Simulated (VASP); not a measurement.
Crystal: InP.

```
CELL_PARAMETERS angstrom
0.00000 2.95379 2.93902
2.95379 0.00000 2.93902
2.95379 2.95379 0.00000
ATOMIC_POSITIONS crystal
In 0.00000 0.00000 0.00000
P 0.25000 0.25000 0.25000
```

This cell differs from its parent crystal: uniaxial z strain -0.5%.

Base run:

```yaml
Program: VASP 6.6.1
Functional: PBE
Potentials_or_basis: VASP PAW PBE potentials, release 64 (In_d, P)
Cutoff: 520 eV
k_mesh: 8 × 8 × 8
Occupations: fermi-dirac, width 0.02 eV
Spin: no spin polarisation
```

Its results: band gap on the k mesh 0.59 eV, direct; pressure 1.9 GPa.

Task: The run is repeated on the same cell with these changes: functional from PBE to r2SCAN; occupations from fermi-dirac, width 0.02 eV to gaussian, width 0.01 eV. What comes out?

Result: Band gap on the k mesh 1.04 eV, direct; pressure 0.2 GPa.

Caveats: spin-orbit coupling is left out, which moves the levels of the heavy elements; the PAW data sets were made with another functional, which shifts forces and pressure a little (some runs).

